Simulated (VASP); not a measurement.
Here is a VASP 6.6.1 calculation.

Contents of INCAR:

```
SYSTEM = CsH
PREC = Accurate
ENCUT = 520
EDIFF = 1E-6
ISMEAR = 0
SIGMA = 0.01
LREAL = .False.
LASPH = .True.
NELM = 80
ALGO = Normal
ISIF = 2
LWAVE = .False.
LCHARG = .True.
LELF = .True.
LVHAR = .True.
NBANDS = 12
```

File KPOINTS:

```
regular mesh
0
Gamma
  5 5 5
  0 0 0
```

Contents of POSCAR:

```
CsH
1.0
    3.7668025522      0.0000000000      0.0000000000
    0.0000000000      3.7668025522      0.0000000000
    0.0000000000      0.0000000000      3.7668025522
Cs H
1 1
Direct
    0.0000000000      0.0000000000      0.0000000000
    0.5000000000      0.5000000000      0.5000000000
```

Potentials or basis: VASP PAW LDA potentials, release 64 (Cs_sv, H).

Run with:

```sh
$ cat potpaw_LDA.64/Cs_sv/POTCAR potpaw_LDA.64/H/POTCAR > POTCAR
$ mpirun -np 1 vasp_std > vasp.out
```

Estimate the band gap on the k mesh.

3.17 eV, indirect (least direct gap 3.17 eV).

Estimate the pressure.

-1.5 GPa.

Caveat: spin-orbit coupling is left out, which moves the levels of the heavy elements. As with any semilocal functional, this LDA gap is likely too small.
